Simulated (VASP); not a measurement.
# Al12H in VASP: relaxation of the atoms with PBE

Aim: the relaxation of the atoms of Al12H with PBE.

All numbers are computed with VASP 6.6.1; they aren't measurements. Logs are shortened: lines on timing, memory, paths and dates and some standing lists are left out, and cuts for length are marked.

## Step 1: The cell of the first run

The cell holds a slab with vacuum, 13 atoms: a = 5.714 Å, b = 5.714 Å, c = 19.675 Å, α = 90.00°, β = 90.00°, γ = 90.00°.

## Step 2: Relaxation of the atoms, PBE

INCAR

```
ALGO = Fast
DIPOL = 0.5 0.5 0.321
EDIFF = 1E-6
EDIFFG = -0.025
ENCUT = 520
GGA = PE
IBRION = 2
IDIPOL = 3
ISIF = 2
ISMEAR = 0
LASPH = True
LCHARG = False
LDIPOL = True
LREAL = False
LWAVE = False
NELM = 60
NSW = 36
PREC = Accurate
SIGMA = 0.1
```

KPOINTS

```
k-points
0
Gamma
  5 5 1
```

POSCAR

```
Al12H
1.0
    5.7135165837      0.0000000000      0.0000000000
    0.0000000000      5.7135165837      0.0000000000
    0.0000000000      0.0000000000     19.6746954375
Al H
12 1
Selective dynamics
Direct
    0.2500000000      0.2500000000      0.2033068320  F F F
    0.2500000000      0.7500000000      0.2033068320  F F F
    0.7500000000      0.2500000000      0.2033068320  F F F
    0.7500000000      0.7500000000      0.2033068320  F F F
    0.0000000000      0.0000000000      0.3092728611  F F F
    0.0000000000      0.5000000000      0.3092728611  F F F
    0.5000000000      0.0000000000      0.3092728611  F F F
    0.5000000000      0.5000000000      0.3092728611  F F F
    0.2500000000      0.2500000000      0.4154928580  F F F
    0.2500000000      0.7500000000      0.4154928580  F F F
    0.7500000000      0.2500000000      0.4154928580  F F F
    0.7500000000      0.7500000000      0.4154928580  F F F
    0.4166666667      0.4166666667      0.4588620461  F F T
```

Potentials or basis: VASP PAW PBE potentials, release 64 (Al, H).

On the command line:

```
$ cat potpaw_PBE.64/Al/POTCAR potpaw_PBE.64/H/POTCAR > POTCAR
$ mpirun -np 1 vasp_std > vasp.out
```

OUTCAR:

```text
EDIFF = 1E-6
   EDIFFG = -0.025
   ENCUT = 520
   GGA = PE
   IBRION = 2
   ISIF = 2
   ISMEAR = 0
   LASPH = True
   LREAL = False
   NELM = 60
   NSW = 36
   PREC = Accurate

 ion  position               nearest neighbor table
   1  0.250  0.250  0.203-   2 2.86   3 2.86   2 2.86   3 2.86   7 2.90   8 2.90   5 2.90   6 2.90

   2  0.250  0.750  0.203-   1 2.86   4 2.86   1 2.86   4 2.86   7 2.90   8 2.90   5 2.90   6 2.90

   3  0.750  0.250  0.203-   1 2.86   4 2.86   4 2.86   1 2.86   7 2.90   8 2.90   5 2.90   6 2.90
[... 15 lines left out ...]
  11  0.750  0.250  0.415-   9 2.86  12 2.86  12 2.86   9 2.86   5 2.91   6 2.91   7 2.91   8 2.91

  12  0.750  0.750  0.415-  10 2.86  11 2.86  11 2.86  10 2.86   5 2.91   6 2.91   7 2.91   8 2.91

  13  0.417  0.417  0.459-   9 1.59

  LATTYP: Found a simple tetragonal cell.
 ALAT       =     5.7135165837
 C/A-ratio  =     3.4435351940

  Lattice vectors:

 A1 = (   5.7135165837,   0.0000000000,   0.0000000000)
 A2 = (   0.0000000000,   5.7135165837,   0.0000000000)
 A3 = (   0.0000000000,   0.0000000000,  19.6746954375)

Analysis of symmetry for initial positions (statically):
=====================================================================
 Subroutine PRICEL returns:
 Original cell was already a primitive cell.

 Routine SETGRP: Setting up the symmetry group for a
 simple tetragonal supercell.

 Subroutine GETGRP returns: Found  2 space group operations
 (whereof  2 operations were pure point group operations)
 out of a pool of 16 trial point group operations.

The static configuration has the point symmetry C_1h.

Analysis of symmetry for dynamics (positions and initial velocities):
=====================================================================
 Subroutine PRICEL returns:
 Original cell was already a primitive cell.

 Routine SETGRP: Setting up the symmetry group for a
 simple tetragonal supercell.

 Subroutine GETGRP returns: Found  2 space group operations
 (whereof  2 operations were pure point group operations)
 out of a pool of 16 trial point group operations.

The dynamic configuration has the point symmetry C_1h.

Analysis of constrained symmetry for selective dynamics:
=====================================================================
 Subroutine PRICEL returns:
 Original cell was already a primitive cell.

 Routine SETGRP: Setting up the symmetry group for a
 simple tetragonal supercell.

 Subroutine GETGRP returns: Found  2 space group operations
 (whereof  2 operations were pure point group operations)
 out of a pool of 16 trial point group operations.

The constrained configuration has the point symmetry C_1h.

 Subroutine INISYM returns: Found  2 space group operations
 (whereof  2 operations are pure point group operations),
 and found     1 'primitive' translations

----------------------------------------------------------------------------------------

                                     Primitive cell

  volume of cell :     642.2661

  direct lattice vectors                    reciprocal lattice vectors
     5.713516584  0.000000000  0.000000000     0.175023558  0.000000000  0.000000000
     0.000000000  5.713516584  0.000000000     0.000000000  0.175023558  0.000000000
     0.000000000  0.000000000 19.674695437     0.000000000  0.000000000  0.050826708

  length of vectors
     5.713516584  5.713516584 19.674695437     0.175023558  0.175023558  0.050826708

  position of ions in fractional coordinates (direct lattice)
     0.250000000  0.250000000  0.203306832
     0.250000000  0.750000000  0.203306832
     0.750000000  0.250000000  0.203306832
     0.750000000  0.750000000  0.203306832
     0.000000000  0.000000000  0.309272861
     0.000000000  0.500000000  0.309272861
     0.500000000  0.000000000  0.309272861
     0.500000000  0.500000000  0.309272861
     0.250000000  0.250000000  0.415492858
     0.250000000  0.750000000  0.415492858
     0.750000000  0.250000000  0.415492858
     0.750000000  0.750000000  0.415492858
     0.416666667  0.416666667  0.458862046

  ion indices of the primitive-cell ions
   primitive index   ion index
                 1           1
                 2           2
                 3           3
                 4           4
                 5           5
                 6           6
                 7           7
                 8           8
                 9           9
                10          10
                11          11
                12          12
                13          13

----------------------------------------------------------------------------------------

 KPOINTS: k-points

Automatic generation of k-mesh.
 Grid dimensions read from file:
 generate k-points for:    5    5    1

 Generating k-lattice:

  Cartesian coordinates                     Fractional coordinates (reciprocal lattice)
     0.035004712  0.000000000  0.000000000     0.200000000  0.000000000  0.000000000
     0.000000000  0.035004712  0.000000000     0.000000000  0.200000000  0.000000000
     0.000000000  0.000000000  0.050826708     0.000000000  0.000000000  1.000000000

  Length of vectors
     0.035004712  0.035004712  0.050826708

  Shift w.r.t. Gamma in fractional coordinates (k-lattice)
     0.000000000  0.000000000  0.000000000

 Subroutine IBZKPT returns following result:
 ===========================================

 Found      9 irreducible k-points:

 Following reciprocal coordinates:
            Coordinates               Weight
  0.000000  0.000000  0.000000      1.000000
  0.200000  0.000000  0.000000      4.000000
  0.400000  0.000000  0.000000      4.000000
  0.200000  0.200000  0.000000      2.000000
 -0.200000  0.200000  0.000000      2.000000
  0.400000  0.200000  0.000000      4.000000
 -0.200000  0.400000  0.000000      4.000000
  0.400000  0.400000  0.000000      2.000000
 -0.400000  0.400000  0.000000      2.000000
   k-points           NKPTS =      9   k-points in BZ     NKDIM =      9   number of bands    NBANDS=     25
   number of dos      NEDOS =    301   number of ions     NIONS =     13
   total plane-waves  NPLWV = 264600
   dimension x,y,z NGX =    42 NGY =   42 NGZ =  150
   dimension x,y,z NGXF=    84 NGYF=   84 NGZF=  300
   ions per type =              12   1
   NGX,Y,Z   is equivalent  to a cutoff of  12.22, 12.22, 12.67 a.u.
   NGXF,Y,Z  is equivalent  to a cutoff of  24.44, 24.44, 25.35 a.u.
 SYSTEM =  unknown system
   PREC   = accura    normal or accurate (medium, high low for compatibility)
   ISTART =      0    job   : 0-new  1-cont  2-samecut
   ICHARG =      2    charge: 1-file 2-atom 10-const
   ISPIN  =      1    spin polarized calculation?
   LNONCOLLINEAR =      F non collinear calculations
   LSORBIT =      F    spin-orbit coupling
   LASPH  =      T    aspherical Exc in radial PAW
   ENCUT  =  520.0 eV  38.22 Ry    6.18 a.u.  10.62 10.62 36.58*2*pi/ulx,y,z
   NELM   =     60;   NELMIN=  2; NELMDL= -5     # of ELM steps
   EDIFF  = 0.1E-05   stopping-criterion for ELM
   LREAL  =      F    real-space projection
   EDIFFG = -.3E-01   stopping-criterion for IOM
   NSW    =     36    number of steps for IOM
   IBRION =      2    ionic relax: 0-MD 1-quasi-New 2-CG
   NFREE  =      1    steps in history (QN), initial steepest desc. (CG)
   ISIF   =      2    stress and relaxation
   ISYM   =      2    0-nonsym 1-usesym 2-fastsym
   POTIM  = 0.5000    time-step for ionic-motion
   TEBEG  =    0.0;   TEEND  =   0.0 temperature during run
   PSTRESS=    0.0 pullay stress
   NELECT =      37.0000    total number of electrons
   NUPDOWN=      -1.0000    fix difference up-down
   EMIN   =  10.00;   EMAX   =-10.00  energy-range for DOS
   EFERMI =   0.00;   METHOD = LEGACY
   ISMEAR =     0;   SIGMA  =   0.10  broadening in eV -4-tet -1-fermi 0-gaus
   EFERMI_NEDOS =   21; number of points for ismear=-14 and -15
   IALGO  =     68    algorithm
   IMIX   =      4    mixing-type and parameters
     AMIX     =   0.40;   BMIX     =  1.00
     AMIX_MAG =   1.60;   BMIX_MAG =  1.00
  volume/ion in A,a.u.               =      49.41       333.40
  Fermi-wavevector in a.u.,A,eV,Ry     =   0.632272  1.194820  5.439167  0.399767
  Thomas-Fermi vector in A             =   1.695531
   LORBIT       =      0    0 simple, 1 ext, 2 COOP (PROOUT), +10 PAW based schemes
   GGA     = PE    functional components
   LHFCALC =     F    Hartree Fock is set to
   AEXX    =    0.0000 exact exchange contribution
   IVDW    =     0    specifies the selected vdW correction
   LEPSILON=     F    determine dielectric tensor
   LRPA    =     F    only Hartree local field effects (RPA)
 conjugate gradient relaxation of ions
 non-spin polarized calculation
 RMM-DIIS sequential band-by-band and
 Gauss-broadening in eV      SIGMA  =   0.10
  energy-cutoff  :      520.00
  volume of cell :      642.27
 maximum number of plane-waves:     17320
   NGX = 21   NGY = 21   NGZ = 73

 dipolmoment           0.000000      0.000000      0.024783 electrons x Angstroem

--------------------------------------- Ionic step        1  -------------------------------------------

 number of electron      36.9999998 magnetization

 Free energy of the ion-electron system (eV)
  ---------------------------------------------------
  ext. energy  EPLUGINS =         0.00000000
  ---------------------------------------------------
  free energy    TOTEN  =       -44.23944208 eV

  energy without entropy =      -44.22289864  energy(sigma->0) =      -44.23117036

------------------------ aborting loop because EDIFF is reached ----------------------------------------

  FORCE on cell =-STRESS in cart. coord.  units (eV):
  Direction    XX          YY          ZZ          XY          YZ          ZX
  --------------------------------------------------------------------------------------
  -------------------------------------------------------------------------------------
  Total       -7.4493608     -7.4493608      0.9476724      1.5030040      0.3082676      0.3082676
  in kB      -18.5829471    -18.5829471      2.3640344      3.7493477      0.7689950      0.7689949
  external PRESSURE =     -11.6006200 kB  Pullay stress =       0.0000000 kB
[... 128 lines left out ...]
--------------------------------------- Ionic step        4  -------------------------------------------

 number of electron      36.9999998 magnetization

 dipolmoment           0.000000      0.000000     -0.001656 electrons x Angstroem

 Free energy of the ion-electron system (eV)
  ---------------------------------------------------
  ext. energy  EPLUGINS =         0.00000000
  ---------------------------------------------------
  free energy    TOTEN  =       -44.31669673 eV

  energy without entropy =      -44.29927042  energy(sigma->0) =      -44.30798357

 E-fermi :  -0.5276     XC(G=0):  -4.2145

 val. band max:       -0.5813436388   @ k =   0.0000   0.0000   0.0000
 cond. band min:      -0.5265030907   @ k =   0.0000   0.0000   0.0000
 fundamental gap:      0.0548405481
 Fermi energy:        -0.5276029023

 k-point     1 :       0.0000    0.0000    0.0000
  band No.  band energies     occupation
      1     -10.6596      2.00000
      2      -8.7229      2.00000
      3      -6.5278      2.00000
      4      -6.2377      2.00000
      5      -6.1873      2.00000
      6      -6.1267      2.00000
[... 241 lines left out ...]
     24       0.7750      0.00000
     25       1.9015      0.00000

------------------------ aborting loop because EDIFF is reached ----------------------------------------

 vacuum level on the upper side and lower side of the slab       (xc-potential included)        -0.120        -0.145

  FORCE on cell =-STRESS in cart. coord.  units (eV):
  Direction    XX          YY          ZZ          XY          YZ          ZX
  --------------------------------------------------------------------------------------
  -------------------------------------------------------------------------------------
  Total       -7.9696686     -7.9696686      0.0140719      0.8882788     -0.1015021     -0.1015021
  in kB      -19.8808910    -19.8808910      0.0351034      2.2158730     -0.2532040     -0.2532040
  external PRESSURE =     -13.2422262 kB  Pullay stress =       0.0000000 kB
[... 28 lines left out ...]
  FREE ENERGIE OF THE ION-ELECTRON SYSTEM (eV)
  ---------------------------------------------------
  free  energy   TOTEN  =       -44.3166967257 eV

  energy  without entropy=      -44.2992704209  energy(sigma->0) =      -44.30798357

 reached required accuracy - stopping structural energy minimisation

 vacuum level on the upper side and lower side of the slab         3.840         3.797
```

Wall time 13 min (1 thread of Oxide Virtual Turin-like, shared host); peak memory 0.64 GiB.

Results:

| Item | Value |
| --- | --- |
| Free energy | -44.3167 eV |
| Energy gained by relaxing | 5.9 meV/atom |
| Ionic steps | 4 |
| Band gap on the k mesh | zero (an odd number of electrons rules out a gap without spin polarisation) |

Step by step:
| step | energy change (eV) | largest force on free atoms (eV/Å) | pressure (GPa) |
| --- | --- | --- | --- |
| 1 | 0.0000 | 0.7885 | -1.16 |
| 2 | -0.0271 | 0.6346 | -1.19 |
| 3 | -0.0732 | 0.1772 | -1.29 |
| 4 | -0.0773 | 0.0074 | -1.32 |

Final structure:
```xyz
13
Lattice="5.7135 0.0000 0.0000 0.0000 5.7135 0.0000 0.0000 0.0000 19.6747" Properties=species:S:1:pos:R:3 pbc="T T T"
Al    1.4284    1.4284    4.0000
Al    1.4284    4.2851    4.0000
Al    4.2851    1.4284    4.0000
Al    4.2851    4.2851    4.0000
Al    0.0000    0.0000    6.0848
Al    0.0000    2.8568    6.0848
Al    2.8568    0.0000    6.0848
Al    2.8568    2.8568    6.0848
Al    1.4284    1.4284    8.1747
Al    1.4284    4.2851    8.1747
Al    4.2851    1.4284    8.1747
Al    4.2851    4.2851    8.1747
H     2.3806    2.3806    9.2243
```

The gap in the log of VASP goes by the Fermi energy; the results here count the filled bands.